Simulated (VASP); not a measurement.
# Hf4Si4O15 (a cell with a defect) in VASP: a series of runs, part 2 of 2

VASP 6.6.1. Earlier steps stand in the parts before.

### Step 3. Electric field gradients, PBE, collinear spin

File INCAR:

```
SYSTEM = Hf4Si4O15
ALGO = Normal
EDIFF = 1E-8
ENCUT = 520
GGA = PE
GGA_COMPAT = .FALSE.
ISIF = 2
ISMEAR = 0
ISPIN = 2
LASPH = .TRUE.
LCHARG = .FALSE.
LEFG = .TRUE.
LMAXMIX = 4
LORBIT = 11
LREAL = .FALSE.
LWAVE = .FALSE.
MAGMOM = 0 0.02 0.02 0 0.07 0 0 0 0.01 0.01 0 0 0.06 0.01 0.02 0.01 0 0.04 0 0.05 0 0 0
NBANDS = 94
NELECT = 145.0
NELM = 200
NUPDOWN = 1.0
PREC = Accurate
SIGMA = 0.01
```

File KPOINTS:

```
Automatic mesh
0
Gamma
  1 1 1
  0.25 0.25 0.25
```

File POSCAR:

```
Hf4Si4O15
1.0
    6.6465279248      0.0000000000      0.0000000000
    0.0000000000      6.6465279248      0.0000000000
    0.0000000000      0.0000000000      6.0147349639
Hf Si O
4 4 15
Direct
    0.0028715646      0.0002884663     -0.0015649875
    0.5163683281      0.5005109437      0.5041428246
   -0.0101100597      0.5000127327      0.2323339149
    0.5007932530     -0.0003995664      0.7526493182
    0.0056490083      0.5006934246      0.7468626917
    0.5021474949      0.0002306695      0.2524707403
    0.0010552694     -0.0000856757      0.4991920017
    0.4851074937      0.4995719380      0.0061164905
    0.0051151443      0.8123223562      0.3194466587
    0.4853094530      0.3200477851      0.8171576615
    0.6866551385      0.0009488316      0.0701506710
    0.3180182760      0.0005416455      0.0703100990
    0.8298986954      0.5012335526      0.5577879831
    0.0050596909      0.1884894798      0.3205637326
    0.4854499208      0.6801737899      0.8184686390
    0.3103304855      0.4997912802      0.2046034120
    0.8162596975     -0.0003827292      0.6807609877
    0.0000511121      0.6835943833      0.9273094609
    0.5013821504      0.1856640352      0.4348238267
    0.0033788376      0.3161633251      0.9250085320
    0.5022364869      0.8137026690      0.4336236946
    0.1842316414     -0.0014864436      0.6824769119
    0.6785604272      0.4983731065      0.1763942348
```

Potentials or basis: VASP PAW PBE potentials, release 64 (Hf_pv, Si, O).

Started as:

```
$ cat potpaw_PBE.64/Hf_pv/POTCAR potpaw_PBE.64/Si/POTCAR potpaw_PBE.64/O/POTCAR > POTCAR
$ mpirun -np 1 vasp_std > vasp.out
```

OUTCAR:

```text
SYSTEM = Hf4Si4O15
   EDIFF = 1E-8
   ENCUT = 520
   GGA = PE
   ISIF = 2
   ISMEAR = 0
   ISPIN = 2
   LASPH = .TRUE.
   LORBIT = 11
   LREAL = .FALSE.
   NELECT = 145.0
   NELM = 200
   NUPDOWN = 1.0
   PREC = Accurate

 ion  position               nearest neighbor table
   1  0.003  0.000  0.998-  12 2.14  20 2.15  11 2.15  18 2.15  22 2.25  17 2.28   9 2.30  14 2.31
                             7 3.00   7 3.01   3 3.61   3 3.61   4 3.62   4 3.65
   2  0.516  0.501  0.504-  13 2.11  21 2.13  19 2.14  10 2.24  15 2.25  23 2.25  16 2.26   8 3.00
                             8 3.03   3 3.55   4 3.64   4 3.65   3 3.86
   3  0.990  0.500  0.232-  23 2.10  16 2.14  14 2.14   9 2.14  18 2.20  20 2.22  13 2.23   5 2.92
                             5 3.10   2 3.55   1 3.61   1 3.61   2 3.86
   4  0.501  1.000  0.753-  17 2.14  22 2.15  15 2.16  10 2.17  12 2.26  11 2.27  19 2.28  21 2.28
                             6 3.01   6 3.01   1 3.62   2 3.64   1 3.65   2 3.65
   5  0.006  0.501  0.747-  20 1.63  18 1.63  13 1.63   3 2.92   3 3.10
   6  0.502  0.000  0.252-  12 1.64  11 1.65  19 1.65  21 1.65   4 3.01   4 3.01
   7  0.001  1.000  0.499-  22 1.64  17 1.64   9 1.65  14 1.65   1 3.00   1 3.01
   8  0.485  0.500  0.006-  23 1.64  15 1.65  10 1.65  16 1.67   2 3.00   2 3.03
   9  0.005  0.812  0.319-   7 1.65   3 2.14   1 2.30
  10  0.485  0.320  0.817-   8 1.65   4 2.17   2 2.24
  11  0.687  0.001  0.070-   6 1.65   1 2.15   4 2.27
  12  0.318  0.001  0.070-   6 1.64   1 2.14   4 2.26
  13  0.830  0.501  0.558-   5 1.63   2 2.11   3 2.23
  14  0.005  0.188  0.321-   7 1.65   3 2.14   1 2.31
[... 1026 lines left out ...]
   1     -78.139    -0.158    78.297       0.996
   2    -205.629   -70.134   275.763       0.491
   3     -99.173   -91.551   190.723       0.040
   4     -67.378    -0.915    68.293       0.973
   5      27.651     0.710   -28.361       0.950
   6      12.381    10.103   -22.484       0.101
[... 15 lines left out ...]
  22     -43.719    -3.615    47.334       0.847
  23      46.964     0.015   -46.979       0.999
----------------------------------------------------------------------

           NMR quadrupolar parameters

 Cq : quadrupolar parameter    Cq=e*Q*V_zz/h
 eta: asymmetry parameters     (V_yy - V_xx)/ V_zz
 Q  : nuclear electric quadrupole moment in mb (millibarn)
----------------------------------------------------------------------
 ion       Cq(MHz)       eta       Q (mb)
----------------------------------------------------------------------
   1       0.189       0.996       1.000
   2       0.667       0.491       1.000
   3       0.461       0.040       1.000
   4       0.165       0.973       1.000
   5      -0.069       0.950       1.000
   6      -0.054       0.101       1.000
[... 15 lines left out ...]
  22       0.114       0.847       1.000
  23      -0.114       0.999       1.000
----------------------------------------------------------------------

 total charge

# of ion       s       p       d       tot
------------------------------------------
    1        0.275   6.534   1.286   8.096
    2        0.275   6.502   1.297   8.074
    3        0.288   6.556   1.325   8.169
    4        0.276   6.532   1.282   8.090
    5        0.692   0.928   0.000   1.620
    6        0.656   0.970   0.000   1.626
[... 15 lines left out ...]
   22        1.555   3.592   0.000   5.147
   23        1.556   3.600   0.000   5.156
--------------------------------------------------
tot         27.105  83.736   5.191 116.032

 magnetization (x)

# of ion       s       p       d       tot
------------------------------------------
    1        0.000   0.001   0.003   0.005
    2        0.006   0.011   0.043   0.060
    3        0.001   0.005   0.026   0.032
    4       -0.000   0.000   0.001   0.001
    5        0.064   0.118   0.000   0.182
    6       -0.000   0.000   0.000   0.000
[... 15 lines left out ...]
   22       -0.000   0.001   0.000   0.001
   23        0.000   0.002   0.000   0.003
--------------------------------------------------
tot          0.090   0.337   0.073   0.500
```

OSZICAR:

```text
N       E                     dE             d eps       ncg     rms          rms(c)
DAV:   1     0.907959766011E+03    0.90796E+03   -0.79268E+04  1504   0.149E+03
DAV:   2    -0.177153771178E+03   -0.10851E+04   -0.10470E+04  1856   0.376E+02
DAV:   3    -0.242499323514E+03   -0.65346E+02   -0.64957E+02  1824   0.880E+01
[... 12 lines left out ...]
DAV:  16    -0.211502141597E+03   -0.63999E-06   -0.34023E-06  1744   0.697E-03    0.615E-03
DAV:  17    -0.211502141999E+03   -0.40184E-06   -0.50165E-07  1712   0.276E-03    0.675E-03
DAV:  18    -0.211502141992E+03    0.69886E-08   -0.20504E-07  1744   0.163E-03    0.161E-03
DAV:  19    -0.211502142010E+03   -0.17426E-07   -0.26889E-08  1408   0.647E-04    0.640E-04
DAV:  20    -0.211502142027E+03   -0.17240E-07   -0.71841E-09   960   0.355E-04    0.198E-04
DAV:  21    -0.211502142023E+03    0.35834E-08   -0.23268E-09   912   0.177E-04
   1 F= -.21150214E+03 E0= -.21150214E+03  d E =-.292220E-17  mag=     1.0000
```

stdout:

```text
POSCAR found type information on POSCAR HfSiO
 POSCAR found :  3 types and      23 ions
 scaLAPACK will be used
 -----------------------------------------------------------------------------
|                                                                             |
[... 118 lines left out ...]
ion  10
     0.0000293     1.2241912    -4.9410083    -5.8869672     1.2931492     3.4144822
     0.0000403     1.2241912    -4.9410083    -5.8869672     1.2931492     3.4144822
     0.0000555     1.2241912    -4.9410082    -5.8869671     1.2931492     3.4144821
     0.0000765     1.2241912    -4.9410080    -5.8869669     1.2931492     3.4144820

     0.0000293     3.6096103   -19.7328679   -19.1274017     4.1465055    15.7198289
     0.0000403     3.6096097   -19.7328641   -19.1273983     4.1465048    15.7198257
     0.0000555     3.6096086
```

It took 7.8 min on 1 thread of Intel Xeon Platinum 8259CL at 2.50GHz (Skylake/Cascade Lake), shared host; peak memory 0.49 GiB.

Results:

```yaml
Free_energy: -211.5021 eV
Largest_force: 0.270 eV/Å
Net_moment: 1.00 μB per cell
Site_moments: Hf +0.01, +0.06, +0.03, +0.00; Si +0.18, +0.00 (each value once); O +0.01, +0.00, +0.06, +0.05 (each value once) μB
Largest_electric_field_gradient_by_atom: Hf +78.3, +275.8, +190.7, +68.3; Si -28.4, -22.5, -21.2 (each value once); O -51.4, +44.5, +47.4, +49.1, +62.0, -51.8, +45.0, -62.7, +48.9, +50.9, +49.9, +51.5, +50.3, +47.3, -47.0 V/Å²
Valence_electrons_inside_the_program's_atomic_spheres: Hf 8.10, 8.07, 8.17, 8.09; Si 1.62, 1.63 (each value once); O 5.13, 5.14, 5.15, 5.16 (each value once)
```

Forces in eV/Å, atoms in the order of the input:
```
Hf   0.080 -0.021 -0.024
Hf   0.203 -0.077 -0.056
Hf  -0.083  0.011 -0.102
Hf  -0.085  0.056 -0.004
Si   0.049  0.012 -0.026
Si  -0.025  0.019  0.011
Si   0.019 -0.002  0.000
Si   0.006 -0.017 -0.005
O   -0.026 -0.139 -0.115
O   -0.001 -0.120 -0.122
O    0.121 -0.011 -0.152
O   -0.134 -0.015 -0.121
O   -0.147 -0.020 -0.133
O   -0.018  0.123 -0.136
O    0.008  0.125 -0.165
O   -0.127  0.010  0.120
O   -0.120  0.010  0.146
O    0.023  0.140  0.138
O    0.028  0.127  0.115
O   -0.034 -0.137  0.229
O    0.014 -0.108  0.141
O    0.131  0.012  0.121
O    0.117  0.023  0.137
```

Electric field gradients, principal values (V/Å²):
```tsv
atom	least	middle	greatest (by size)
1 Hf	-0.158	-78.139	78.297
2 Hf	-70.134	-205.629	275.763
3 Hf	-91.551	-99.173	190.723
4 Hf	-0.915	-67.378	68.293
5 Si	0.710	27.651	-28.361
6 Si	10.103	12.381	-22.484
7 Si	9.173	12.028	-21.201
8 Si	12.185	16.244	-28.429
9 O	0.513	50.876	-51.388
10 O	-9.756	-34.723	44.479
11 O	-5.076	-42.288	47.364
12 O	-5.554	-43.568	49.122
13 O	-1.612	-60.395	62.007
14 O	0.409	51.408	-51.817
15 O	-10.232	-34.761	44.992
16 O	2.086	60.579	-62.665
17 O	-5.423	-43.526	48.949
18 O	-7.309	-43.585	50.895
19 O	-6.291	-43.633	49.924
20 O	-7.690	-43.760	51.450
21 O	-6.754	-43.526	50.280
22 O	-3.615	-43.719	47.334
23 O	0.015	46.964	-46.979
```

Caveat: the k points lie up to 0.52 Å⁻¹ apart; the cell carries a net charge on a neutralising background, which shifts energy and pressure; without QUAD_EFG the Cq values of the log hold for a quadrupole moment of 1 mb, not for the nuclei; the total moment is fixed, so each spin has its own Fermi level and the state may be an excited one.
